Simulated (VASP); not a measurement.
# SiC2 (P-6m2) in VASP: notebook

Runs on SiC2. Level: PBE. Tasks: single point, relaxation of cell and atoms.

Everything below comes from runs of VASP 6.6.1. Logs are shortened: lines on timing, memory, paths and dates and some standing lists are left out, and cuts for length are marked.

## (1) The cell of the first run

Symmetry: P-6m2, No. 187, hexagonal system. Conventional cell: a = 2.936 Å, b = 2.936 Å, c = 13.493 Å, α = 90.00°, β = 90.00°, γ = 120.00°. Within 2.3 Å of Si (site symmetry 3m) lie 3 C at 1.70 Å. C (site symmetry 3m) has 3 Si at 1.70 Å within 2.3 Å. Within 2.3 Å of C (site symmetry -6m2) lie 3 C at 1.70 Å. Within 2.3 Å of C (site symmetry -6m2) lie 3 C at 1.70 Å.

## (2) Single point, PBE, collinear spin, ferromagnetic start

INCAR

```
SYSTEM = SiC2
PREC = Accurate
ENCUT = 520
EDIFF = 1E-7
ISMEAR = 0
SIGMA = 0.1
LREAL = .False.
LASPH = .True.
NELM = 150
ALGO = Normal
ISIF = 2
LWAVE = .False.
LCHARG = .True.
ISPIN = 2
MAGMOM = 0 0 1 1 1 1
LORBIT = 11
GGA = PE
LELF = .True.
LVHAR = .True.
NBANDS = 25
```

KPOINTS

```
Automatic mesh
0
Gamma
  6 6 2
  0 0 0
```

POSCAR

```
SiC2
1.0
    2.9360329653      0.0000000000      0.0000000000
   -1.4680164827      2.5426791343      0.0000000000
    0.0000000000      0.0000000000     13.4931789594
Si C
2 4
Direct
    0.6666666667      0.3333333333      0.8299276411
    0.6666666667      0.3333333333      0.1700723589
    0.3333333333      0.6666666667      0.8304185752
    0.3333333333      0.6666666667      0.1695814248
    0.3333333333      0.6666666667      0.5000000000
    0.6666666667      0.3333333333      0.5000000000
```

Potentials or basis: VASP PAW PBE potentials, release 64 (Si, C).

Started as:

```
$ cat potpaw_PBE.64/Si/POTCAR potpaw_PBE.64/C/POTCAR > POTCAR
$ mpirun -np 1 vasp_std > vasp.out
```

OUTCAR:

```text
SYSTEM = SiC2
   PREC = Accurate
   ENCUT = 520
   EDIFF = 1E-7
   ISMEAR = 0
   LREAL = .False.
   LASPH = .True.
   NELM = 150
   ISIF = 2
   ISPIN = 2
   LORBIT = 11
   GGA = PE

 ion  position               nearest neighbor table
   1  0.667  0.333  0.830-   3 1.70   3 1.70   3 1.70
   2  0.667  0.333  0.170-   4 1.70   4 1.70   4 1.70
   3  0.333  0.667  0.830-   1 1.70   1 1.70   1 1.70
   4  0.333  0.667  0.170-   2 1.70   2 1.70   2 1.70
   5  0.333  0.667  0.500-   6 1.70   6 1.70   6 1.70
   6  0.667  0.333  0.500-   5 1.70   5 1.70   5 1.70

  LATTYP: Found a hexagonal cell.
 ALAT       =     2.9360329653
 C/A-ratio  =     4.5957177998

  Lattice vectors:

 A1 = (   2.9360329653,   0.0000000000,   0.0000000000)
 A2 = (  -1.4680164827,   2.5426791343,   0.0000000000)
 A3 = (   0.0000000000,   0.0000000000,  13.4931789594)

Analysis of symmetry for initial positions (statically):
=====================================================================
 Subroutine PRICEL returns:
 Original cell was already a primitive cell.

 Routine SETGRP: Setting up the symmetry group for a
 hexagonal supercell.

 Subroutine GETGRP returns: Found 12 space group operations
 (whereof 12 operations were pure point group operations)
 out of a pool of 24 trial point group operations.

The static configuration has the point symmetry D_3h.

Analysis of symmetry for dynamics (positions and initial velocities):
=====================================================================
 Subroutine PRICEL returns:
 Original cell was already a primitive cell.

 Routine SETGRP: Setting up the symmetry group for a
 hexagonal supercell.

 Subroutine GETGRP returns: Found 12 space group operations
 (whereof 12 operations were pure point group operations)
 out of a pool of 24 trial point group operations.

The dynamic configuration has the point symmetry D_3h.

Analysis of structural, dynamic, and magnetic symmetry:
=====================================================================
 Subroutine PRICEL returns:
 Original cell was already a primitive cell.

 Routine SETGRP: Setting up the symmetry group for a
 hexagonal supercell.

 Subroutine GETGRP returns: Found 12 space group operations
 (whereof 12 operations were pure point group operations)
 out of a pool of 24 trial point group operations.

The overall configuration has the point symmetry D_3h.

 Subroutine INISYM returns: Found 12 space group operations
 (whereof 12 operations are pure point group operations),
 and found     1 'primitive' translations

----------------------------------------------------------------------------------------

                                     Primitive cell

  volume of cell :     100.7318

  direct lattice vectors                    reciprocal lattice vectors
     2.936032965  0.000000000  0.000000000     0.340595631  0.196642979  0.000000000
    -1.468016483  2.542679134  0.000000000     0.000000000  0.393285958  0.000000000
     0.000000000  0.000000000 13.493178959     0.000000000  0.000000000  0.074111520

  length of vectors
     2.936032965  2.936032965 13.493178959     0.393285958  0.393285958  0.074111520

  position of ions in fractional coordinates (direct lattice)
     0.666666667  0.333333333  0.829927641
     0.666666667  0.333333333  0.170072359
     0.333333333  0.666666667  0.830418575
     0.333333333  0.666666667  0.169581425
     0.333333333  0.666666667  0.500000000
     0.666666667  0.333333333  0.500000000

  ion indices of the primitive-cell ions
   primitive index   ion index
                 1           1
                 2           2
                 3           3
                 4           4
                 5           5
                 6           6

----------------------------------------------------------------------------------------

[... 32 lines left out ...]
  0.333333  0.333333  0.000000      2.000000
  0.000000  0.000000  0.500000      1.000000
  0.166667  0.000000  0.500000      6.000000
  0.333333  0.000000  0.500000      6.000000
  0.500000  0.000000  0.500000      3.000000
  0.166667  0.166667  0.500000      6.000000
  0.333333  0.166667  0.500000     12.000000
  0.333333  0.333333  0.500000      2.000000
   k-points           NKPTS =     14   k-points in BZ     NKDIM =     14   number of bands    NBANDS=     25
   number of dos      NEDOS =    301   number of ions     NIONS =      6
   total plane-waves  NPLWV =  57600
   dimension x,y,z NGX =    24 NGY =   24 NGZ =  100
   dimension x,y,z NGXF=    48 NGYF=   48 NGZF=  200
   ions per type =               2   4
   NGX,Y,Z   is equivalent  to a cutoff of  13.59, 13.59, 12.32 a.u.
   NGXF,Y,Z  is equivalent  to a cutoff of  27.18, 27.18, 24.64 a.u.
 SYSTEM =  SiC2
   PREC   = accura    normal or accurate (medium, high low for compatibility)
   ISTART =      0    job   : 0-new  1-cont  2-samecut
   ICHARG =      2    charge: 1-file 2-atom 10-const
   ISPIN  =      2    spin polarized calculation?
   LNONCOLLINEAR =      F non collinear calculations
   LSORBIT =      F    spin-orbit coupling
   LASPH  =      T    aspherical Exc in radial PAW
   ENCUT  =  520.0 eV  38.22 Ry    6.18 a.u.   5.46  5.46 25.09*2*pi/ulx,y,z
   NELM   =    150;   NELMIN=  2; NELMDL= -5     # of ELM steps
   EDIFF  = 0.1E-06   stopping-criterion for ELM
   LREAL  =      F    real-space projection
   EDIFFG = 0.1E-05   stopping-criterion for IOM
   NSW    =      0    number of steps for IOM
   IBRION =     -1    ionic relax: 0-MD 1-quasi-New 2-CG
   NFREE  =      0    steps in history (QN), initial steepest desc. (CG)
   ISIF   =      2    stress and relaxation
   ISYM   =      2    0-nonsym 1-usesym 2-fastsym
   POTIM  = 0.5000    time-step for ionic-motion
   TEBEG  =    0.0;   TEEND  =   0.0 temperature during run
   PSTRESS=    0.0 pullay stress
   NELECT =      24.0000    total number of electrons
   NUPDOWN=      -1.0000    fix difference up-down
   EMIN   =  10.00;   EMAX   =-10.00  energy-range for DOS
   EFERMI =   0.00;   METHOD = LEGACY
   ISMEAR =     0;   SIGMA  =   0.10  broadening in eV -4-tet -1-fermi 0-gaus
   EFERMI_NEDOS =   21; number of points for ismear=-14 and -15
   IALGO  =     38    algorithm
   IMIX   =      4    mixing-type and parameters
     AMIX     =   0.40;   BMIX     =  1.00
     AMIX_MAG =   1.60;   BMIX_MAG =  1.00
  volume/ion in A,a.u.               =      16.79       113.30
  Fermi-wavevector in a.u.,A,eV,Ry     =   1.014899  1.917882 14.014283  1.030021
  Thomas-Fermi vector in A             =   2.148154
   LORBIT       =     11    0 simple, 1 ext, 2 COOP (PROOUT), +10 PAW based schemes
   GGA     = PE    functional components
   LHFCALC =     F    Hartree Fock is set to
   AEXX    =    0.0000 exact exchange contribution
   IVDW    =     0    specifies the selected vdW correction
   LEPSILON=     F    determine dielectric tensor
   LRPA    =     F    only Hartree local field effects (RPA)
 spin polarized calculation
 Gauss-broadening in eV      SIGMA  =   0.10
  energy-cutoff  :      520.00
  volume of cell :      100.73
 maximum number of plane-waves:      2775
 NGX is ok and might be reduce to    24
   NGX = 11   NGY = 11   NGZ = 51

 number of electron      24.0000003 magnetization      -0.0006434

 number of electron      24.0000003 magnetization       0.0002485

 Free energy of the ion-electron system (eV)
  ---------------------------------------------------
  ext. energy  EPLUGINS =         0.00000000
  ---------------------------------------------------
  free energy    TOTEN  =       -42.71890783 eV

  energy without entropy =      -42.71260911  energy(sigma->0) =      -42.71575847

 E-fermi :   2.0331     XC(G=0):  -8.0930

 val. band max:        1.9954007018   @ k =   0.3333   0.3333   0.0000
 cond. band min:       2.0397335006   @ k =   0.3333   0.3333   0.5000
 fundamental gap:      0.0443327988
 Fermi energy:         2.0331363696

 spin component 1

 k-point     1 :       0.0000    0.0000    0.0000
  band No.  band energies     occupation
      1     -13.6981      1.00000
      2     -12.4454      1.00000
      3     -12.4203      1.00000
      4      -2.7741      1.00000
      5      -2.5190      1.00000
      6      -2.0491      1.00000
[... 367 lines left out ...]
     23      11.8486      0.00000
     24      12.4968      0.00000
 Fermi energy:         2.0331363696

 spin component 2

 k-point     1 :       0.0000    0.0000    0.0000
  band No.  band energies     occupation
      1     -13.6980      1.00000
      2     -12.4454      1.00000
      3     -12.4204      1.00000
      4      -2.7739      1.00000
      5      -2.5190      1.00000
      6      -2.0491      1.00000
[... 367 lines left out ...]
     23      11.8486      0.00000
     24      12.4968      0.00000
 [bands above 24 left out]

------------------------ aborting loop because EDIFF is reached ----------------------------------------

  FORCE on cell =-STRESS in cart. coord.  units (eV):
  Direction    XX          YY          ZZ          XY          YZ          ZX
  --------------------------------------------------------------------------------------
  -------------------------------------------------------------------------------------
  Total        0.0056168      0.0056168      0.0057943     -0.0000000      0.0000000     -0.0000000
  in kB        0.0893370      0.0893370      0.0921608     -0.0000000      0.0000000     -0.0000000
  external PRESSURE =       0.0902783 kB  Pullay stress =       0.0000000 kB

 VOLUME and BASIS-vectors are now :
 -----------------------------------------------------------------------------
  energy-cutoff  :      520.00
  volume of cell :      100.73
      direct lattice vectors                 reciprocal lattice vectors
     2.936032965  0.000000000  0.000000000     0.340595631  0.196642979  0.000000000
    -1.468016483  2.542679134  0.000000000     0.000000000  0.393285958  0.000000000
     0.000000000  0.000000000 13.493178959     0.000000000  0.000000000  0.074111520

 POSITION                                       TOTAL-FORCE (eV/Angst)
 -----------------------------------------------------------------------------------
      1.46802      0.84756     11.19836        -0.000000      0.000000     -0.018638
      1.46802      0.84756      2.29482         0.000000      0.000000      0.018638
     -0.00000      1.69512     11.20499        -0.000000     -0.000000      0.008241
     -0.00000      1.69512      2.28819        -0.000000     -0.000000     -0.008241
     -0.00000      1.69512      6.74659         0.000000     -0.000000      0.000000
      1.46802      0.84756      6.74659        -0.000000     -0.000000      0.000000
 -----------------------------------------------------------------------------------
    total drift:                               -0.000001      0.000000     -0.000000

  FREE ENERGIE OF THE ION-ELECTRON SYSTEM (eV)
  ---------------------------------------------------
  free  energy   TOTEN  =       -42.7189078335 eV

  energy  without entropy=      -42.7126091053  energy(sigma->0) =      -42.71575847

 total charge

# of ion       s       p       d       tot
------------------------------------------
    1        0.768   1.103   0.000   1.870
    2        0.768   1.103   0.000   1.870
    3        0.877   1.834   0.000   2.711
    4        0.877   1.834   0.000   2.711
    5        0.802   1.364   0.000   2.165
    6        0.800   1.367   0.000   2.168
--------------------------------------------------
tot          4.892   8.605   0.000  13.496

 magnetization (x)

# of ion       s       p       d       tot
------------------------------------------
    1       -0.000   0.000   0.000  -0.000
    2       -0.000   0.000   0.000  -0.000
    3        0.000  -0.000   0.000  -0.000
    4        0.000  -0.000   0.000  -0.000
    5        0.000   0.000   0.000   0.000
    6       -0.000  -0.000   0.000  -0.000
--------------------------------------------------
tot          0.000   0.000   0.000   0.000
```

It took 1.9 min on 1 thread of Intel Xeon Platinum 8259CL at 2.50GHz (Skylake/Cascade Lake), shared host; peak memory 0.28 GiB.

What came out:

```
Free energy                                           : -42.7189 eV
Pressure                                              : 0.0 GPa
Largest force                                         : 0.019 eV/Å
Band gap on the k mesh                                : 0.04 eV, indirect (the least direct gap lies 0.5 meV higher)
Net moment                                            : 0.00 μB per cell
Valence electrons inside the program's atomic spheres : Si 1.87; C 2.71, 2.17
```

Forces on the atoms (eV/Å):
```
Si   0.000  0.000 -0.019
Si   0.000  0.000  0.019
C    0.000  0.000  0.008
C    0.000  0.000 -0.008
C    0.000  0.000  0.000
C    0.000  0.000  0.000
```

Levels at points of the mesh, in eV from the valence-band top:
Spin up:
```csv
k point,band 8,band 9,band 10,band 11,band 12,band 13,band 14,band 15,band 16,band 17
"(0.00, 0.00, 0.00)",-2.87,-1.20,-1.20,-1.20,-1.20,2.79,2.91,4.61,5.47,5.47
"(0.50, 0.00, 0.00)",-2.82,-2.81,-1.51,-0.98,-0.75,1.29,2.50,3.04,3.06,4.58
"(0.00, 0.00, 0.50)",-2.87,-1.20,-1.20,-1.20,-1.20,2.91,3.03,3.95,5.47,5.47
"(0.50, 0.00, 0.50)",-2.82,-2.81,-1.51,-0.95,-0.78,1.28,2.54,3.01,3.05,4.59
```
Spin down:
```
           k point  band 10  band 11  band 12  band 13  band 14  band 15
(0.00, 0.00, 0.00)    -1.20    -1.20    -1.20     2.79     2.91     4.61
(0.50, 0.00, 0.00)    -1.51    -0.98    -0.75     1.29     2.50     3.04
(0.00, 0.00, 0.50)    -1.20    -1.20    -1.20     2.91     3.03     3.95
(0.50, 0.00, 0.50)    -1.51    -0.95    -0.78     1.28     2.54     3.01
```

A k mesh can miss the band edges.

## (3) Single point, PBE

This run uses another cell than the first one, of 17.42 Å³/atom, 1.038 times its volume.

INCAR

```
ALGO = Normal
EDIFF = 1E-6
ENCUT = 520
GGA = PE
ISIF = 2
ISMEAR = 0
LASPH = True
LCHARG = False
LREAL = False
LWAVE = False
NBANDS = 21
NELM = 60
PREC = Accurate
SIGMA = 0.1
```

KPOINTS

```
k-points
0
Gamma
  12 12 4
```

POSCAR

```
SiC2
1.0
    2.9360384380      0.0000000000      0.0000000000
   -1.4680192190      2.5426838738      0.0000000000
    0.0000000000      0.0000000000     13.9992257474
Si C
2 4
Direct
    0.6666666667      0.3333333333      0.8250122770
    0.6666666667      0.3333333333      0.1749877230
    0.3333333333      0.6666666667      0.8255171274
    0.3333333333      0.6666666667      0.1744828726
    0.3333333333      0.6666666667      0.5000000000
    0.6666666667      0.3333333333      0.5000000000
```

Potentials or basis: VASP PAW PBE potentials, release 64 (Si, C).

Started as:

```
$ cat potpaw_PBE.64/Si/POTCAR potpaw_PBE.64/C/POTCAR > POTCAR
$ mpirun -np 1 vasp_std > vasp.out
```

Run time: 1.7 min. Hardware: 1 thread of Intel Xeon Platinum 8259CL at 2.50GHz (Skylake/Cascade Lake), shared host; peak memory 0.28 GiB.

The run converged. Its results:

* Free energy: -42.7492 eV
* Pressure: 0.0 GPa

Levels at points of the mesh, in eV from the Fermi level:
| k point | band 10 | band 11 | band 12 | band 13 | band 14 | band 15 |
| --- | --- | --- | --- | --- | --- | --- |
| (0.00, 0.00, 0.00) | -1.12 | -1.12 | -1.12 | 2.80 | 2.82 | 4.43 |
| (0.50, 0.00, 0.00) | -1.59 | -0.87 | -0.73 | 1.20 | 2.65 | 2.94 |
| (0.00, 0.00, 0.50) | -1.12 | -1.12 | -1.12 | 2.81 | 3.04 | 3.83 |
| (0.50, 0.00, 0.50) | -1.60 | -0.85 | -0.74 | 1.20 | 2.68 | 2.94 |

## (4) Relaxation of cell and atoms, PBE

INCAR

```
PREC = Accurate
ENCUT = 600
EDIFF = 1E-6
ISMEAR = 0
SIGMA = 0.1
LREAL = F
LASPH = T
NELM = 100
ALGO = Normal
ISIF = 3
LWAVE = F
LCHARG = F
GGA = PE
IBRION = 2
NSW = 100
EDIFFG = -0.01
```

KPOINTS

```
Automatic mesh
0
Gamma
  12 12 4
```

POSCAR

```
SiC2
1.0
    2.9360329653      0.0000000000      0.0000000000
   -1.4680164827      2.5426791343      0.0000000000
    0.0000000000      0.0000000000     13.4931789594
Si C
2 4
Direct
    0.6666666667      0.3333333333      0.8299276411
    0.6666666667      0.3333333333      0.1700723589
    0.3333333333      0.6666666667      0.8304185752
    0.3333333333      0.6666666667      0.1695814248
    0.3333333333      0.6666666667      0.5000000000
    0.6666666667      0.3333333333      0.5000000000
```

Started as:

```
$ cat potpaw_PBE.64/Si/POTCAR potpaw_PBE.64/C/POTCAR > POTCAR
$ mpirun -np 1 vasp_std > vasp.out
```

Wall time 2.2 min (1 thread of Intel Xeon Platinum 8259CL at 2.50GHz (Skylake/Cascade Lake), shared host); peak memory 0.3 GiB.

The run converged. Its results:

* Free energy: -42.7512 eV
* Relaxed volume: 16.78 Å³/atom
* Relaxed cell: a = 2.935 Å, b = 2.935 Å, c = 13.494 Å, α = 90.00°, β = 90.00°, γ = 120.00°
* Space group after relaxing (to 0.05 Å): P-6m2 (No. 187)
* Energy gained by relaxing: 0.0 meV/atom
* Ionic steps: 3
* Pressure after relaxing: 0.0 GPa
* Largest force after relaxing: 0.004 eV/Å

Forces in eV/Å, atoms in the order of the input:
```
Si   0.000  0.000 -0.004
Si   0.000  0.000  0.004
C    0.000  0.000 -0.002
C    0.000  0.000  0.002
C    0.000  0.000  0.000
C    0.000  0.000  0.000
```

Final structure:
```
Si C
1.0
     2.93508    0.00000    0.00000
    -1.46754    2.54185    0.00000
     0.00000    0.00000   13.49378
Si C
2 4
Direct
  0.66667 0.33333 0.82992
  0.66667 0.33333 0.17008
  0.33333 0.66667 0.83042
  0.33333 0.66667 0.16958
  0.33333 0.66667 0.50000
  0.66667 0.33333 0.50000
```

Levels at points of the mesh, in eV from the Fermi level:
| k point | band 10 | band 11 | band 12 | band 13 | band 14 | band 15 |
| --- | --- | --- | --- | --- | --- | --- |
| (0.00, 0.00, 0.00) | -1.13 | -1.13 | -1.13 | 2.81 | 2.83 | 4.63 |
| (0.50, 0.00, 0.00) | -1.61 | -0.92 | -0.69 | 1.18 | 2.56 | 2.93 |
| (0.00, 0.00, 0.50) | -1.13 | -1.13 | -1.13 | 2.81 | 3.08 | 3.95 |
| (0.50, 0.00, 0.50) | -1.62 | -0.89 | -0.72 | 1.18 | 2.60 | 2.93 |

## (5) Overview

| task | spin | cell | k mesh | cutoff (eV) | pressure (GPa) |
| --- | --- | --- | --- | --- | --- |
| single point | collinear, ferromagnetic start | a = 2.936, b = 2.936, c = 13.493 Å, angles 90.0, 90.0, 120.0°, 6 atoms | 6 × 6 × 2 | 520 | 0.0 |
| single point | off | a = 2.936, b = 2.936, c = 13.999 Å, angles 90.0, 90.0, 120.0°, 6 atoms | 12 × 12 × 4 | 520 | 0.0 |
| relaxation of cell and atoms | off | relaxed from a = 2.936, b = 2.936, c = 13.493 Å, angles 90.0, 90.0, 120.0°, 6 atoms | 12 × 12 × 4 | 600 | 0.0 |

Alike in all rows: level PBE; potentials or basis VASP PAW PBE potentials, release 64 (Si, C); smearing gaussian 0.1 eV.

Total energies depend on the potentials used, so only differences within one code and one set of settings carry meaning.
